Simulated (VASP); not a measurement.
# ZrB (I4/mmm) in VASP: further runs

ZrB is run at these levels: LDA; tasks: single point.

Program: VASP 6.6.1. These are calculated values, not measurements. Logs are shortened: lines on timing, memory, paths and dates and some standing lists are left out, and cuts for length are marked.

## Step 1: The cell of the first run

The structure is tetragonal, space group I4/mmm (No. 139). The conventional cell has a = 3.416 Å, b = 3.416 Å, c = 4.477 Å, α = 90.00°, β = 90.00°, γ = 90.00°. Zr (site symmetry 4/mmm) has 6 B at 2.24 to 2.42 Å within 3.0 Å. B (site symmetry 4/mmm) has 6 Zr at 2.24 to 2.42 Å within 3.0 Å.

## Step 2: Single point, LDA (normal strain along x +0.0000, normal strain along z -0.0733)

INCAR

```
ALGO = Normal
EDIFF = 1E-7
ENCUT = 520
GGA = CA
ISIF = 2
ISMEAR = 0
LASPH = True
LCHARG = False
LREAL = False
LWAVE = False
NBANDS = 14
NELM = 80
PREC = Accurate
SIGMA = 0.15
```

KPOINTS

```
k-points
0
Gamma
  16 16 16
```

POSCAR

```
ZrB
1.0
    0.0000000000      2.4153850465      2.2383373226
    2.4153850465      0.0000000000      2.2383373226
    2.4153850465      2.4153850465      0.0000000000
Zr B
1 1
Direct
    0.0000000000      0.0000000000      0.0000000000
    0.5000000000      0.5000000000      0.5000000000
```

Potentials or basis: VASP PAW LDA potentials, release 64 (Zr_sv, B).

The run is started by

```
$ cat potpaw_LDA.64/Zr_sv/POTCAR potpaw_LDA.64/B/POTCAR > POTCAR
$ mpirun -np 1 vasp_std > vasp.out
```

OUTCAR:

```text
EDIFF = 1E-7
   ENCUT = 520
   GGA = CA
   ISIF = 2
   ISMEAR = 0
   LASPH = True
   LREAL = False
   NELM = 80
   PREC = Accurate

 ion  position               nearest neighbor table
   1  0.000  0.000  0.000-   2 2.24   2 2.24   2 2.42   2 2.42   2 2.42   2 2.42
   2  0.500  0.500  0.500-   1 2.24   1 2.24   1 2.42   1 2.42   1 2.42   1 2.42

  LATTYP: Found a body centered tetragonal cell.
 ALAT       =     3.4158702911
 C/A-ratio  =     1.3105517083

  Lattice vectors:

 A1 = (   0.0000000000,  -2.4153850465,  -2.2383373226)
 A2 = (   0.0000000000,   2.4153850465,  -2.2383373226)
 A3 = (   2.4153850465,   0.0000000000,   2.2383373226)

Analysis of symmetry for initial positions (statically):
=====================================================================
 Subroutine PRICEL returns:
 Original cell was already a primitive cell.

 Routine SETGRP: Setting up the symmetry group for a
 body centered tetragonal supercell.

 Subroutine GETGRP returns: Found 16 space group operations
 (whereof 16 operations were pure point group operations)
 out of a pool of 16 trial point group operations.

The static configuration has the point symmetry D_4h.

Analysis of symmetry for dynamics (positions and initial velocities):
=====================================================================
 Subroutine PRICEL returns:
 Original cell was already a primitive cell.

 Routine SETGRP: Setting up the symmetry group for a
 body centered tetragonal supercell.

 Subroutine GETGRP returns: Found 16 space group operations
 (whereof 16 operations were pure point group operations)
 out of a pool of 16 trial point group operations.

The dynamic configuration has the point symmetry D_4h.

 Subroutine INISYM returns: Found 16 space group operations
 (whereof 16 operations are pure point group operations),
 and found     1 'primitive' translations

----------------------------------------------------------------------------------------

                                     Primitive cell

  volume of cell :      26.1173

  direct lattice vectors                    reciprocal lattice vectors
     0.000000000  2.415385046  2.238337323    -0.207006332  0.207006332  0.223380093
     2.415385046  0.000000000  2.238337323     0.207006332 -0.207006332  0.223380093
     2.415385046  2.415385046  0.000000000     0.207006332  0.207006332 -0.223380093

  length of vectors
     3.293059200  3.293059200  3.415870291     0.368241645  0.368241645  0.368241645

  position of ions in fractional coordinates (direct lattice)
     0.000000000  0.000000000  0.000000000
     0.500000000  0.500000000  0.500000000

  ion indices of the primitive-cell ions
   primitive index   ion index
                 1           1
                 2           2

----------------------------------------------------------------------------------------

 KPOINTS: k-points

Automatic generation of k-mesh.
 Grid dimensions read from file:
 generate k-points for:   16   16   16

 Generating k-lattice:

  Cartesian coordinates                     Fractional coordinates (reciprocal lattice)
    -0.012937896  0.012937896  0.013961256     0.062500000  0.000000000  0.000000000
     0.012937896 -0.012937896  0.013961256     0.000000000  0.062500000  0.000000000
     0.012937896  0.012937896 -0.013961256     0.000000000  0.000000000  0.062500000

  Length of vectors
     0.023015103  0.023015103  0.023015103

  Shift w.r.t. Gamma in fractional coordinates (k-lattice)
     0.000000000  0.000000000  0.000000000

 Subroutine IBZKPT returns following result:
 ===========================================

 Found    349 irreducible k-points:

 Following reciprocal coordinates:
            Coordinates               Weight
  0.000000  0.000000  0.000000      1.000000
  0.062500  0.000000  0.000000      8.000000
  0.125000  0.000000  0.000000      8.000000
  0.187500  0.000000  0.000000      8.000000
  0.250000  0.000000  0.000000      8.000000
  0.312500  0.000000  0.000000      8.000000
[... 16 lines left out ...]
 -0.125000  0.062500  0.000000      8.000000
 -0.062500  0.062500  0.000000      4.000000
 [... further k-points ...]
   k-points           NKPTS =    349   k-points in BZ     NKDIM =    349   number of bands    NBANDS=     14
   number of dos      NEDOS =    301   number of ions     NIONS =      2
   total plane-waves  NPLWV =  16128
   dimension x,y,z NGX =    24 NGY =   24 NGZ =   28
   dimension x,y,z NGXF=    48 NGYF=   48 NGZF=   56
   ions per type =               1   1
   NGX,Y,Z   is equivalent  to a cutoff of  12.12, 12.12, 13.63 a.u.
   NGXF,Y,Z  is equivalent  to a cutoff of  24.23, 24.23, 27.25 a.u.
 SYSTEM =  unknown system
   PREC   = accura    normal or accurate (medium, high low for compatibility)
   ISTART =      0    job   : 0-new  1-cont  2-samecut
   ICHARG =      2    charge: 1-file 2-atom 10-const
   ISPIN  =      1    spin polarized calculation?
   LNONCOLLINEAR =      F non collinear calculations
   LSORBIT =      F    spin-orbit coupling
   LASPH  =      T    aspherical Exc in radial PAW
   ENCUT  =  520.0 eV  38.22 Ry    6.18 a.u.   6.12  6.12  6.35*2*pi/ulx,y,z
   NELM   =     80;   NELMIN=  2; NELMDL= -5     # of ELM steps
   EDIFF  = 0.1E-06   stopping-criterion for ELM
   LREAL  =      F    real-space projection
   EDIFFG = 0.1E-05   stopping-criterion for IOM
   NSW    =      0    number of steps for IOM
   IBRION =     -1    ionic relax: 0-MD 1-quasi-New 2-CG
   NFREE  =      0    steps in history (QN), initial steepest desc. (CG)
   ISIF   =      2    stress and relaxation
   ISYM   =      2    0-nonsym 1-usesym 2-fastsym
   POTIM  = 0.5000    time-step for ionic-motion
   TEBEG  =    0.0;   TEEND  =   0.0 temperature during run
   PSTRESS=    0.0 pullay stress
   NELECT =      15.0000    total number of electrons
   NUPDOWN=      -1.0000    fix difference up-down
   EMIN   =  10.00;   EMAX   =-10.00  energy-range for DOS
   EFERMI =   0.00;   METHOD = LEGACY
   ISMEAR =     0;   SIGMA  =   0.15  broadening in eV -4-tet -1-fermi 0-gaus
   EFERMI_NEDOS =   21; number of points for ismear=-14 and -15
   IALGO  =     38    algorithm
   IMIX   =      4    mixing-type and parameters
     AMIX     =   0.40;   BMIX     =  1.00
     AMIX_MAG =   1.60;   BMIX_MAG =  1.00
  volume/ion in A,a.u.               =      13.06        88.12
  Fermi-wavevector in a.u.,A,eV,Ry     =   1.360805  2.571548 25.195128  1.851790
  Thomas-Fermi vector in A             =   2.487435
   LORBIT       =      0    0 simple, 1 ext, 2 COOP (PROOUT), +10 PAW based schemes
   GGA     = CA    functional components
   LHFCALC =     F    Hartree Fock is set to
   AEXX    =    0.0000 exact exchange contribution
   IVDW    =     0    specifies the selected vdW correction
   LEPSILON=     F    determine dielectric tensor
   LRPA    =     F    only Hartree local field effects (RPA)
 non-spin polarized calculation
 Gauss-broadening in eV      SIGMA  =   0.15
  energy-cutoff  :      520.00
  volume of cell :       26.12
 maximum number of plane-waves:       726
   NGX = 13   NGY = 13   NGZ = 13

 number of electron      15.0000000 magnetization

 Free energy of the ion-electron system (eV)
  ---------------------------------------------------
  ext. energy  EPLUGINS =         0.00000000
  ---------------------------------------------------
  free energy    TOTEN  =       -17.29185461 eV

  energy without entropy =      -17.27824782  energy(sigma->0) =      -17.28505121

 E-fermi :   8.5508     XC(G=0): -12.2002

 val. band max:        8.5335900733   @ k =  -0.1875   0.0625   0.0000
 cond. band min:       8.5591489435   @ k =   0.2500   0.0000   0.1250
 fundamental gap:      0.0255588702
 Fermi energy:         8.5508388931

 k-point     1 :       0.0000    0.0000    0.0000
  band No.  band energies     occupation
      1     -38.1543      2.00000
      2     -16.1232      2.00000
      3     -16.0512      2.00000
      4     -16.0512      2.00000
      5       0.3702      2.00000
      6      10.1012      0.00000
      7      10.1012      0.00000
      8      10.9173      0.00000
      9      11.6535      0.00000
     10      12.0494      0.00000
     11      12.0494      0.00000
     12      12.2582      0.00000
     13      12.6370      0.00000
     14      19.6488      0.00000

 k-point     2 :       0.0625    0.0000    0.0000
  band No.  band energies     occupation
      1     -38.1503      2.00000
      2     -16.1417      2.00000
      3     -16.0689      2.00000
      4     -16.0564      2.00000
      5       0.4735      2.00000
      6       9.8907      0.00000
      7      10.0229      0.00000
      8      10.7115      0.00000
      9      11.0176      0.00000
     10      11.3736      0.00000
     11      12.4481      0.00000
     12      12.9714      0.00000
     13      13.5738      0.00000
     14      19.9000      0.00000

 k-point     3 :       0.1250    0.0000    0.0000
  band No.  band energies     occupation
      1     -38.1390      2.00000
      2     -16.2228      2.00000
      3     -16.0897      2.00000
      4     -16.0712      2.00000
      5       0.7736      2.00000
      6       9.2551      0.00000
      7       9.5089      0.00000
      8      10.0476      0.00000
      9      10.9275      0.00000
     10      11.2266      0.00000
     11      12.7397      0.00000
     12      14.1899      0.00000
     13      14.8752      0.00000
     14      20.5896      0.00000
[... 324 lines left out ...]
 k-point    23 :      -0.1250    0.0625    0.0000
  band No.  band energies     occupation
      1     -38.1320      2.00000
      2     -16.2409      2.00000
      3     -16.1475      2.00000
      4     -16.0705      2.00000
      5       0.9505      2.00000
      6       9.0144      0.00001
      7       9.2430      0.00000
      8       9.5169      0.00000
      9      10.5663      0.00000
     10      11.9004      0.00000
     11      13.1200      0.00000
     12      14.8536      0.00000
     13      15.2568      0.00000
     14      20.9989      0.00000

 k-point    24 :      -0.0625    0.0625    0.0000
  band No.  band energies     occupation
      1     -38.1446      2.00000
      2     -16.1484      2.00000
      3     -16.1212      2.00000
      4     -16.0582      2.00000
      5       0.6178      2.00000
      6       9.6990      0.00000
      7      10.0538      0.00000
      8      10.0629      0.00000
      9      10.2432      0.00000
     10      11.6923      0.00000
     11      12.9524      0.00000
     12      13.7480      0.00000
     13      14.0334      0.00000
     14      20.2506      0.00000

 [... further k-points ...]
[... 5 lines left out ...]
  --------------------------------------------------------------------------------------
  -------------------------------------------------------------------------------------
  Total        1.0922786      1.0922786      6.2521607      0.0000000      0.0000000     -0.0000000
  in kB       67.0063131     67.0063131    383.5415634      0.0000000      0.0000000     -0.0000000
  external PRESSURE =     172.5180632 kB  Pullay stress =       0.0000000 kB

 VOLUME and BASIS-vectors are now :
 -----------------------------------------------------------------------------
  energy-cutoff  :      520.00
  volume of cell :       26.12
      direct lattice vectors                 reciprocal lattice vectors
     0.000000000  2.415385046  2.238337323    -0.207006332  0.207006332  0.223380093
     2.415385046  0.000000000  2.238337323     0.207006332 -0.207006332  0.223380093
     2.415385046  2.415385046  0.000000000     0.207006332  0.207006332 -0.223380093

 POSITION                                       TOTAL-FORCE (eV/Angst)
 -----------------------------------------------------------------------------------
      0.00000      0.00000      0.00000         0.000000      0.000000     -0.000000
      2.41539      2.41539      2.23834         0.000000      0.000000      0.000000
 -----------------------------------------------------------------------------------
    total drift:                                0.000000     -0.000000     -0.000000

  FREE ENERGIE OF THE ION-ELECTRON SYSTEM (eV)
  ---------------------------------------------------
  free  energy   TOTEN  =       -17.2918546094 eV

  energy  without entropy=      -17.2782478159  energy(sigma->0) =      -17.28505121
```

It took 3.4 min on 1 thread of AMD EPYC 7R43 (Zen 3), shared host; peak memory 0.2 GiB.

Results:

```
Free energy : -17.2919 eV
Pressure    : 17.3 GPa
```

Caveat: the cell differs from its parent crystal (normal strain along x +0.0000, normal strain along z -0.0733).

## Step 3: Single point, LDA (normal strain along x -0.0700, normal strain along z +0.0000)

INCAR

```
PREC = Accurate ; ENCUT = 520
EDIFF = 1E-6 ; ISMEAR = 0
SIGMA = 0.15 ; LREAL = False
LASPH = True ; NELM = 100
ALGO = Normal ; ISIF = 2
LWAVE = False ; LCHARG = False
GGA = CA ; NBANDS = 14
```

KPOINTS

```
regular mesh
0
Gamma
  16 16 16
```

POSCAR

```
ZrB
1.0
    0.0000000000      2.4153850465      2.4153850465
    2.2463080932      0.0000000000      2.4153850465
    2.2463080932      2.4153850465      0.0000000000
Zr B
1 1
Direct
    0.0000000000      0.0000000000      0.0000000000
    0.5000000000      0.5000000000      0.5000000000
```

Potentials or basis: VASP PAW LDA potentials, release 64 (Zr_sv, B).

The run is started by

```
$ cat potpaw_LDA.64/Zr_sv/POTCAR potpaw_LDA.64/B/POTCAR > POTCAR
$ mpirun -np 1 vasp_std > vasp.out
```

Wall time 4.6 min (1 thread of AMD EPYC 7R43 (Zen 3), shared host); peak memory 0.21 GiB.

The run converged. Its results:

* Free energy: -17.3136 eV
* Pressure: 16.4 GPa

Stress tensor (GPa, compression positive):
```
36.45  0.00  0.00
 0.00  6.33  0.00
 0.00  0.00  6.33
```

Levels at points of the mesh, in eV from the Fermi level:
| k point | band 6 | band 7 | band 8 | band 9 | band 10 | band 11 |
| --- | --- | --- | --- | --- | --- | --- |
| (0.00, 0.00, 0.00) | 1.56 | 1.56 | 2.34 | 3.12 | 3.51 | 3.51 |
| (0.50, 0.00, 0.00) | -3.59 | -1.52 | -1.33 | 5.16 | 5.74 | 7.03 |
| (0.50, 0.50, 0.00) | -1.03 | -0.70 | 2.36 | 2.83 | 5.03 | 6.17 |
| (0.00, 0.50, 0.50) | -1.14 | 0.23 | 2.06 | 2.06 | 5.30 | 6.46 |

Caveat: the cell differs from its parent crystal (normal strain along x -0.0700, normal strain along z +0.0000).
